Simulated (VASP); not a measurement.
Wanted: the native input for a VASP 6.6.1 run.

- Task: single point
- Functional: PBEsol
- Potentials or basis: VASP PAW PBE potentials, release 64 (Ta_pv, N)
- Cutoff: 520 eV
- k mesh: 14 × 14 × 8
- Occupations: gaussian, width 0.1 eV
- Spin: no spin polarisation
- Dipole correction: no
- Further INCAR settings: ALGO = Normal; EDIFF = 1e-06; NBANDS = 24

The structure of TaN lies in POSCAR:

```
TaN
1.0
    3.1363771214      0.0915000327     -0.0907375324
   -1.4889472080      2.5547926992      0.0838800637
   -0.1469650000      0.0720252000      4.9647494000
Ta N
2 2
Direct
    0.3130458340      0.6401047779      0.0052510121
    0.7008276672      0.3353209319      0.4924898785
    0.3213603392      0.6868190233      0.4034251012
    0.6647642666      0.3377514810      0.8688340081
```

This cell differs from its parent crystal: atoms moved at random and the cell strained at random.

One way to write it, as run:

INCAR

```
  ALGO = Normal
  EDIFF = 1E-6
  ENCUT = 520
  GGA = PS
  ISIF = 2
  ISMEAR = 0
  LASPH = True
  LCHARG = False
  LREAL = False
  LWAVE = False
  NBANDS = 24
  NELM = 80
  PREC = Accurate
  SIGMA = 0.1
```

KPOINTS

```
k-points
0
Gamma
  14 14 8
```

Potentials or basis: VASP PAW PBE potentials, release 64 (Ta_pv, N).

Command:

```console
$ cat potpaw_PBE.64/Ta_pv/POTCAR potpaw_PBE.64/N/POTCAR > POTCAR
$ mpirun -np 1 vasp_std > vasp.out
```

Results of the run:

The pressure is 118.4 GPa and the largest force is 4.853 eV/Å. The band gap on the k mesh is zero (band 16 reaches 10.00 eV, above the bottom of band 17 at 7.95 eV).

Caveat: the cell differs from its parent crystal (atoms moved at random and the cell strained at random); the PAW data sets were made with another functional, which shifts forces and pressure a little; spin-orbit coupling is left out, which moves the levels of the heavy elements.

It took 5.1 min on 1 thread of AMD EPYC 9R45 96-Core Processor (Zen 5) (shared host), peak memory 0.65 GiB.
